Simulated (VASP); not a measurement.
# Al (Im-3m) in VASP: single point with PBEsol

Aim: the single point of Al with PBEsol.

Everything below comes from runs of VASP 6.6.1. Logs are shortened: lines on timing, memory, paths and dates and some standing lists are left out, and cuts for length are marked.

**1. The cell of the first run**

Symmetry: Im-3m, No. 229, cubic system. Conventional cell: a = 3.182 Å, b = 3.182 Å, c = 3.182 Å, α = 90.00°, β = 90.00°, γ = 90.00°. Within 3.6 Å of Al (site symmetry m-3m) lie 14 Al at 2.76 to 3.18 Å.

**2. Single point, PBEsol**

Input file INCAR:

```
SYSTEM = Al
PREC = Accurate ; ENCUT = 500
EDIFF = 1E-6 ; ISMEAR = -1
SIGMA = 0.1 ; LREAL = .False.
LASPH = .True. ; NELM = 120
ALGO = Normal ; ISIF = 2
LWAVE = .False. ; LCHARG = .False.
GGA = PS ; NBANDS = 8
GGA_COMPAT = .False.
```

Input file KPOINTS:

```
regular mesh
0
Gamma
  9 9 9
  0 0 0
```

Input file POSCAR:

```
Al
1.0
   -1.5912200000      1.5912200000      1.5912200000
    1.5912200000     -1.5912200000      1.5912200000
    1.5912200000      1.5912200000     -1.5912200000
Al
1
Direct
    0.0000000000      0.0000000000      0.0000000000
```

Potentials or basis: VASP PAW PBE potentials, release 64 (Al).

On the command line:

```
> cat potpaw_PBE.64/Al/POTCAR > POTCAR
> mpirun -np 1 vasp_std > vasp.out
```

OUTCAR:

```text
SYSTEM = Al
   PREC = Accurate
   ENCUT = 500
   EDIFF = 1E-6
   ISMEAR = -1
   LREAL = .False.
   LASPH = .True.
   NELM = 120
   ISIF = 2
   GGA = PS

 ion  position               nearest neighbor table
   1  0.000  0.000  0.000-

  LATTYP: Found a body centered cubic cell.
 ALAT       =     3.1824400000

  Lattice vectors:

 A1 = (  -1.5912200000,   1.5912200000,   1.5912200000)
 A2 = (   1.5912200000,  -1.5912200000,   1.5912200000)
 A3 = (   1.5912200000,   1.5912200000,  -1.5912200000)

Analysis of symmetry for initial positions (statically):
=====================================================================
 Subroutine PRICEL returns:
 Original cell was already a primitive cell.

 Routine SETGRP: Setting up the symmetry group for a
 body centered cubic supercell.

 Subroutine GETGRP returns: Found 48 space group operations
 (whereof 48 operations were pure point group operations)
 out of a pool of 48 trial point group operations.

The static configuration has the point symmetry O_h .

Analysis of symmetry for dynamics (positions and initial velocities):
=====================================================================
 Subroutine PRICEL returns:
 Original cell was already a primitive cell.

 Routine SETGRP: Setting up the symmetry group for a
 body centered cubic supercell.

 Subroutine GETGRP returns: Found 48 space group operations
 (whereof 48 operations were pure point group operations)
 out of a pool of 48 trial point group operations.

The dynamic configuration has the point symmetry O_h .

 Subroutine INISYM returns: Found 48 space group operations
 (whereof 48 operations are pure point group operations),
 and found     1 'primitive' translations

----------------------------------------------------------------------------------------

                                     Primitive cell

  volume of cell :      16.1158

  direct lattice vectors                    reciprocal lattice vectors
    -1.591220000  1.591220000  1.591220000     0.000000000  0.314224306  0.314224306
     1.591220000 -1.591220000  1.591220000     0.314224306  0.000000000  0.314224306
     1.591220000  1.591220000 -1.591220000     0.314224306  0.314224306  0.000000000

  length of vectors
     2.756073886  2.756073886  2.756073886     0.444380275  0.444380275  0.444380275

[... 76 lines left out ...]
   ENCUT  =  500.0 eV  36.75 Ry    6.06 a.u.   5.02  5.02  5.02*2*pi/ulx,y,z
   NELM   =    120;   NELMIN=  2; NELMDL= -5     # of ELM steps
   EDIFF  = 0.1E-05   stopping-criterion for ELM
   LREAL  =      F    real-space projection
   EDIFFG = 0.1E-04   stopping-criterion for IOM
   NSW    =      0    number of steps for IOM
   IBRION =     -1    ionic relax: 0-MD 1-quasi-New 2-CG
   NFREE  =      0    steps in history (QN), initial steepest desc. (CG)
   ISIF   =      2    stress and relaxation
   ISYM   =      2    0-nonsym 1-usesym 2-fastsym
   POTIM  = 0.5000    time-step for ionic-motion
   TEBEG  =    0.0;   TEEND  =   0.0 temperature during run
   PSTRESS=    0.0 pullay stress
   NELECT =       3.0000    total number of electrons
   NUPDOWN=      -1.0000    fix difference up-down
   EMIN   =  10.00;   EMAX   =-10.00  energy-range for DOS
   EFERMI =   0.00;   METHOD = LEGACY
   ISMEAR =    -1;   SIGMA  =   0.10  broadening in eV -4-tet -1-fermi 0-gaus
   EFERMI_NEDOS =   21; number of points for ismear=-14 and -15
   IALGO  =     38    algorithm
   IMIX   =      4    mixing-type and parameters
     AMIX     =   0.40;   BMIX     =  1.00
     AMIX_MAG =   1.60;   BMIX_MAG =  1.00
  volume/ion in A,a.u.               =      16.12       108.75
  Fermi-wavevector in a.u.,A,eV,Ry     =   0.934756  1.766433 11.888351  0.873769
  Thomas-Fermi vector in A             =   2.061594
   LORBIT       =      0    0 simple, 1 ext, 2 COOP (PROOUT), +10 PAW based schemes
   GGA     = PS    functional components
   LHFCALC =     F    Hartree Fock is set to
   AEXX    =    0.0000 exact exchange contribution
   IVDW    =     0    specifies the selected vdW correction
   LEPSILON=     F    determine dielectric tensor
   LRPA    =     F    only Hartree local field effects (RPA)
 non-spin polarized calculation
  energy-cutoff  :      500.00
  volume of cell :       16.12
 maximum number of plane-waves:       420
   NGX =  9   NGY =  9   NGZ =  9

 number of electron       3.0000000 magnetization

 Free energy of the ion-electron system (eV)
  ---------------------------------------------------
  ext. energy  EPLUGINS =         0.00000000
  ---------------------------------------------------
  free energy    TOTEN  =        -3.99195127 eV

  energy without entropy =       -3.97623961  energy(sigma->0) =       -3.98409544

 E-fermi :   8.2442     XC(G=0): -10.3470

 val. band max:        8.1365718273   @ k =  -0.3333  -0.4444   0.1111
 cond. band min:       8.3721701758   @ k =  -0.3333   0.4444   0.1111
 fundamental gap:      0.2355983484
 Fermi energy:         8.2442422328

 k-point     1 :       0.0000    0.0000    0.0000
  band No.  band energies     occupation
      1      -3.0915      2.00000
      2      21.5847      0.00000
      3      21.5847      0.00000
      4      21.5847      0.00000
      5      23.2262      0.00000
      6      23.2262      0.00000
      7      23.2262      0.00000
      8      24.6687      0.00000
[... 243 lines left out ...]
 k-point    24 :      -0.4444   -0.4444    0.1111
  band No.  band energies     occupation
      1       4.7106      2.00000
      2       5.2718      2.00000
      3      11.0525      0.00000
      4      17.3857      0.00000
      5      19.7859      0.00000
      6      22.8728      0.00000
      7      23.0726      0.00000
      8      27.2973      0.00000

 [... further k-points ...]

------------------------ aborting loop because EDIFF is reached ----------------------------------------

  FORCE on cell =-STRESS in cart. coord.  units (eV):
  Direction    XX          YY          ZZ          XY          YZ          ZX
  --------------------------------------------------------------------------------------
  -------------------------------------------------------------------------------------
  Total        0.2286564      0.2286564      0.2286564      0.0000000     -0.0000000      0.0000000
  in kB       22.7322945     22.7322945     22.7322945      0.0000000     -0.0000000      0.0000000
  external PRESSURE =      22.7322945 kB  Pullay stress =       0.0000000 kB

 VOLUME and BASIS-vectors are now :
 -----------------------------------------------------------------------------
  energy-cutoff  :      500.00
  volume of cell :       16.12
      direct lattice vectors                 reciprocal lattice vectors
    -1.591220000  1.591220000  1.591220000     0.000000000  0.314224306  0.314224306
     1.591220000 -1.591220000  1.591220000     0.314224306  0.000000000  0.314224306
     1.591220000  1.591220000 -1.591220000     0.314224306  0.314224306  0.000000000

 POSITION                                       TOTAL-FORCE (eV/Angst)
 -----------------------------------------------------------------------------------
      0.00000      0.00000      0.00000        -0.000000      0.000000      0.000000
 -----------------------------------------------------------------------------------
    total drift:                                0.000000      0.000000      0.000000

  FREE ENERGIE OF THE ION-ELECTRON SYSTEM (eV)
  ---------------------------------------------------
  free  energy   TOTEN  =        -3.9919512658 eV

  energy  without entropy=       -3.9762396054  energy(sigma->0) =       -3.98409544
```

stdout:

```text
POSCAR found type information on POSCAR Al
 POSCAR found :  1 types and       1 ions
 scaLAPACK will be used
 -----------------------------------------------------------------------------
|                                                                             |
|                                                                             |
|     You enforced a specific xc type in the INCAR file but a different       |
|     I HOPE YOU KNOW WHAT YOU ARE DOING!                                     |
|                                                                             |
 -----------------------------------------------------------------------------

 LDA part: xc-table for (Slater+PW92), standard interpolation
 POSCAR, INCAR and KPOINTS ok, starting setup
 FFT: planning ... GRIDC
 FFT: planning ... GRID_SOFT
 FFT: planning ... GRID
 WAVECAR not read
 entering main loop
```

It used 3.5 s of CPU time on 1 thread of AMD EPYC 7R13 Processor (Zen 3) (shared host).

Results:

```yaml
Free_energy: -3.9920 eV
Pressure: 2.3 GPa
```

Caveat: the PAW data sets were made with another functional, which shifts forces and pressure a little.
